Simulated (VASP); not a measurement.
# CdSe (P6_3/mmc) in VASP: further runs, part 2 of 2

VASP 6.6.1. The steps go on from the part before.

## (5) Single point, PBE (24.66 Å³/atom)

This run uses another cell than the first one, of 24.66 Å³/atom.

The input, INCAR:

```
SYSTEM = CdSe
PREC = Accurate ; ENCUT = 520
EDIFF = 1E-6 ; ISMEAR = -1
SIGMA = 0.02 ; LREAL = .False.
LASPH = .True. ; NELM = 80
ALGO = Normal ; ISIF = 2
LWAVE = .False. ; LCHARG = .False.
GGA = PE ; NBANDS = 26
```

The input, KPOINTS:

```
regular mesh
0
Gamma
  6 6 4
  0 0 0
```

The input, POSCAR:

```
CdSe
1.0
    4.1033607006      0.0000000000      0.0000000000
   -2.0516803503      3.5536146076      0.0000000000
    0.0000000000      0.0000000000      6.7634402742
Cd Se
2 2
Direct
    0.0000000000      0.0000000000      0.0000000000
    0.0000000000      0.0000000000      0.5000000000
    0.3333333333      0.6666666667      0.2500000000
    0.6666666667      0.3333333333      0.7500000000
```

Potentials or basis: VASP PAW PBE potentials, release 64 (Cd, Se).

On the command line:

```bash
$ cat potpaw_PBE.64/Cd/POTCAR potpaw_PBE.64/Se/POTCAR > POTCAR
$ mpirun -np 1 vasp_std > vasp.out
```

OUTCAR:

```text
SYSTEM = CdSe
   PREC = Accurate
   ENCUT = 520
   EDIFF = 1E-6
   ISMEAR = -1
   LREAL = .False.
   LASPH = .True.
   NELM = 80
   ISIF = 2
   GGA = PE

 ion  position               nearest neighbor table
   1  0.000  0.000  0.000-   3 2.91   4 2.91   3 2.91   4 2.91   4 2.91   3 2.91   2 3.38   2 3.38

   2  0.000  0.000  0.500-   3 2.91   4 2.91   3 2.91   4 2.91   4 2.91   3 2.91   1 3.38   1 3.38

   3  0.333  0.667  0.250-   1 2.91   2 2.91   1 2.91   2 2.91   1 2.91   2 2.91
   4  0.667  0.333  0.750-   1 2.91   2 2.91   1 2.91   2 2.91   1 2.91   2 2.91

  LATTYP: Found a hexagonal cell.
 ALAT       =     4.1033607006
 C/A-ratio  =     1.6482685213

  Lattice vectors:

 A1 = (   4.1033607006,   0.0000000000,   0.0000000000)
 A2 = (  -2.0516803503,   3.5536146076,   0.0000000000)
 A3 = (   0.0000000000,   0.0000000000,   6.7634402742)

Analysis of symmetry for initial positions (statically):
=====================================================================
 Subroutine PRICEL returns:
 Original cell was already a primitive cell.

 Routine SETGRP: Setting up the symmetry group for a
 hexagonal supercell.

 Subroutine GETGRP returns: Found 24 space group operations
 (whereof 12 operations were pure point group operations)
 out of a pool of 24 trial point group operations.

The static configuration has the point symmetry D_3d.
 The point group associated with its full space group is D_6h.

Analysis of symmetry for dynamics (positions and initial velocities):
=====================================================================
 Subroutine PRICEL returns:
 Original cell was already a primitive cell.

 Routine SETGRP: Setting up the symmetry group for a
 hexagonal supercell.

[... 119 lines left out ...]
   EFERMI =   0.00;   METHOD = LEGACY
   ISMEAR =    -1;   SIGMA  =   0.02  broadening in eV -4-tet -1-fermi 0-gaus
   EFERMI_NEDOS =   21; number of points for ismear=-14 and -15
   IALGO  =     38    algorithm
   IMIX   =      4    mixing-type and parameters
     AMIX     =   0.40;   BMIX     =  1.00
     AMIX_MAG =   1.60;   BMIX_MAG =  1.00
  volume/ion in A,a.u.               =      24.66       166.39
  Fermi-wavevector in a.u.,A,eV,Ry     =   1.169993  2.210965 18.624779  1.368883
  Thomas-Fermi vector in A             =   2.306457
   LORBIT       =      0    0 simple, 1 ext, 2 COOP (PROOUT), +10 PAW based schemes
   GGA     = PE    functional components
   LHFCALC =     F    Hartree Fock is set to
   AEXX    =    0.0000 exact exchange contribution
   IVDW    =     0    specifies the selected vdW correction
   LEPSILON=     F    determine dielectric tensor
   LRPA    =     F    only Hartree local field effects (RPA)
 non-spin polarized calculation
  energy-cutoff  :      520.00
  volume of cell :       98.62
 maximum number of plane-waves:      2702
 NGX is ok and might be reduce to    32
   NGX = 15   NGY = 15   NGZ = 25

 number of electron      36.0000001 magnetization

 Free energy of the ion-electron system (eV)
  ---------------------------------------------------
  ext. energy  EPLUGINS =         0.00000000
  ---------------------------------------------------
  free energy    TOTEN  =       -10.28859306 eV

  energy without entropy =      -10.28764190  energy(sigma->0) =      -10.28811748

 E-fermi :   1.9921     XC(G=0):  -9.7940

 val. band max:        1.9533873239   @ k =   0.1667   0.0000   0.0000
 cond. band min:       2.2164138843   @ k =   0.3333   0.3333   0.0000
 fundamental gap:      0.2630265604
 Fermi energy:         1.9920646651

 k-point     1 :       0.0000    0.0000    0.0000
  band No.  band energies     occupation
      1     -10.7391      2.00000
      2      -9.9281      2.00000
      3      -6.2218      2.00000
      4      -6.1816      2.00000
      5      -6.1816      2.00000
      6      -5.9461      2.00000
[... 598 lines left out ...]
     25      10.4017      0.00000
     26      10.4017      0.00000

------------------------ aborting loop because EDIFF is reached ----------------------------------------

  FORCE on cell =-STRESS in cart. coord.  units (eV):
  Direction    XX          YY          ZZ          XY          YZ          ZX
  --------------------------------------------------------------------------------------
  -------------------------------------------------------------------------------------
  Total       -0.7640914     -0.7640914     -0.8869857      0.0000000      0.0000000     -0.0000000
  in kB      -12.4130419    -12.4130419    -14.4095208      0.0000000      0.0000000     -0.0000000
  external PRESSURE =     -13.0785349 kB  Pullay stress =       0.0000000 kB

 VOLUME and BASIS-vectors are now :
 -----------------------------------------------------------------------------
  energy-cutoff  :      520.00
  volume of cell :       98.62
      direct lattice vectors                 reciprocal lattice vectors
     4.103360701  0.000000000  0.000000000     0.243702680  0.140701808  0.000000000
    -2.051680350  3.553614608  0.000000000     0.000000000  0.281403616  0.000000000
     0.000000000  0.000000000  6.763440274     0.000000000  0.000000000  0.147853749

 POSITION                                       TOTAL-FORCE (eV/Angst)
 -----------------------------------------------------------------------------------
      0.00000      0.00000      0.00000        -0.000000      0.000000     -0.000000
      0.00000      0.00000      3.38172        -0.000000      0.000000     -0.000000
     -0.00000      2.36908      1.69086        -0.000000     -0.000000      0.000000
      2.05168      1.18454      5.07258         0.000000      0.000000      0.000000
 -----------------------------------------------------------------------------------
    total drift:                                0.000000     -0.000000      0.000000

  FREE ENERGIE OF THE ION-ELECTRON SYSTEM (eV)
  ---------------------------------------------------
  free  energy   TOTEN  =       -10.2885930556 eV

  energy  without entropy=      -10.2876419002  energy(sigma->0) =      -10.28811748
```

OSZICAR:

```text
N       E                     dE             d eps       ncg     rms          rms(c)
DAV:   1     0.244147007424E+03    0.24415E+03   -0.17598E+04  1092   0.127E+03
DAV:   2     0.124923234505E+01   -0.24290E+03   -0.23322E+03  1218   0.315E+02
DAV:   3    -0.110943663809E+02   -0.12344E+02   -0.12250E+02  1284   0.715E+01
DAV:   4    -0.111760680382E+02   -0.81702E-01   -0.81638E-01  1222   0.548E+00
DAV:   5    -0.111764270323E+02   -0.35899E-03   -0.35899E-03  1196   0.353E-01    0.725E+00
DAV:   6    -0.103297990731E+02    0.84663E+00   -0.14680E+00  1166   0.109E+01    0.634E+00
DAV:   7    -0.102909292601E+02    0.38870E-01   -0.41466E-01  1196   0.334E+00    0.304E+00
DAV:   8    -0.102890829889E+02    0.18463E-02   -0.30625E-02  1160   0.175E+00    0.336E-01
DAV:   9    -0.102885348592E+02    0.54813E-03   -0.48092E-03  1210   0.682E-01    0.717E-02
DAV:  10    -0.102885789600E+02   -0.44101E-04   -0.55257E-04  1156   0.222E-01    0.551E-02
DAV:  11    -0.102886032073E+02   -0.24247E-04   -0.76358E-05  1118   0.568E-02    0.178E-02
DAV:  12    -0.102885930130E+02    0.10194E-04   -0.22748E-05  1148   0.307E-02    0.488E-03
DAV:  13    -0.102885930556E+02   -0.42626E-07   -0.27896E-06  1120   0.829E-03
   1 F= -.10288593E+02 E0= -.10288117E+02  d E =-.951155E-03
```

Run time: 54 s. Hardware: 1 thread of AMD EPYC 9R14 (Zen 4), shared host; peak memory 0.2 GiB.

Results:

```yaml
Free_energy: -10.2886 eV
Pressure: -1.3 GPa
Band_gap_on_the_k_mesh: zero (bands 18 and 19 overlap by 0.04 eV)
```

Stress tensor (GPa, compression positive):
```
-1.24  0.00  0.00
 0.00 -1.24  0.00
 0.00  0.00 -1.44
```

Caveat: semilocal functionals underestimate gaps, and a narrow one can read as zero.

## (6) Summary

| cell | gap on the mesh (eV) | pressure (GPa) |
| --- | --- | --- |
| a = 3.980, b = 3.980, c = 6.560 Å, angles 90.0, 90.0, 120.0°, 4 atoms | 0.05 | 4.8 |
| a = 4.022, b = 4.022, c = 6.629 Å, angles 90.0, 90.0, 120.0°, 4 atoms | none | 2.4 |
| a = 4.063, b = 4.063, c = 6.697 Å, angles 90.0, 90.0, 120.0°, 4 atoms | none | 0.4 |
| a = 4.103, b = 4.103, c = 6.763 Å, angles 90.0, 90.0, 120.0°, 4 atoms | none | -1.3 |

Alike in all rows: task single point; level PBE; potentials or basis VASP PAW PBE potentials, release 64 (Cd, Se); no spin polarisation; k mesh 6 × 6 × 4; cutoff (eV) 520; smearing fermi-dirac 0.02 eV.

Caveats: semilocal functionals underestimate gaps, and a narrow one can read as zero; the cell stands under pressure (at least some runs); the smearing spreads over this small gap (at least some runs).

Total energies depend on the potentials used, so only differences within one code and one set of settings carry meaning.

The gap in the log of VASP goes by the Fermi energy; the results here count the filled bands.